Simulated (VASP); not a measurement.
MgS: elastic constants with LDA

Crystal: MgS.

```
CELL_PARAMETERS angstrom
0.00000 2.56418 2.56418
2.56418 0.00000 2.56418
2.56418 2.56418 0.00000
ATOMIC_POSITIONS crystal
Mg 0.00000 0.00000 0.00000
S 0.50000 0.50000 0.50000
```

```json
{
 "Program": "VASP 6.6.1",
 "Task": "elastic constants",
 "Functional": "LDA",
 "Potentials or basis": "VASP PAW LDA potentials, release 64 (Mg, S)",
 "Cutoff": "600 eV",
 "k mesh": "8 × 8 × 8",
 "Occupations": "gaussian, width 0.01 eV",
 "Spin": "no spin polarisation",
 "Dipole correction": "no",
 "Ions in elastic constants": "relaxed",
 "Further INCAR settings": "ALGO = Normal; EDIFF = 1e-08; IBRION = 6; POTIM = 0.015; NSW = 1; ISIF = 3"
}
```

| Quantity | Value |
| --- | --- |
| Elastic constants C11, C12, C44 | 165, 43, 57 GPa |
| Voigt bulk modulus | 84 GPa |
| Highest phonon frequency at Γ, LO-TO splitting left out | 253 cm⁻¹ |

Phonon frequencies in cm⁻¹ (negative: imaginary):
| q point | frequencies |
| --- | --- |
| (0.000, 0.000, 0.000) | 0 0 0 253 253 253 |

Elastic tensor in Voigt notation (GPa, in the Cartesian axes of the cell as first typed):
```
165  43  43   0   0   0
 43 165  43   0   0   0
 43  43 165   0   0   0
  0   0   0  57   0   0
  0   0   0   0  57   0
  0   0   0   0   0  57
```

Clamped-ion elastic tensor (GPa):
```
165  43  43   0   0   0
 43 165  43   0   0   0
 43  43 165   0   0   0
  0   0   0  57   0   0
  0   0   0   0  57   0
  0   0   0   0   0  57
```

It took 2.4 min on 1 thread of Intel(R) Xeon(R) 6975P-C (Granite Rapids), on a shared host, peak memory 0.23 GiB.
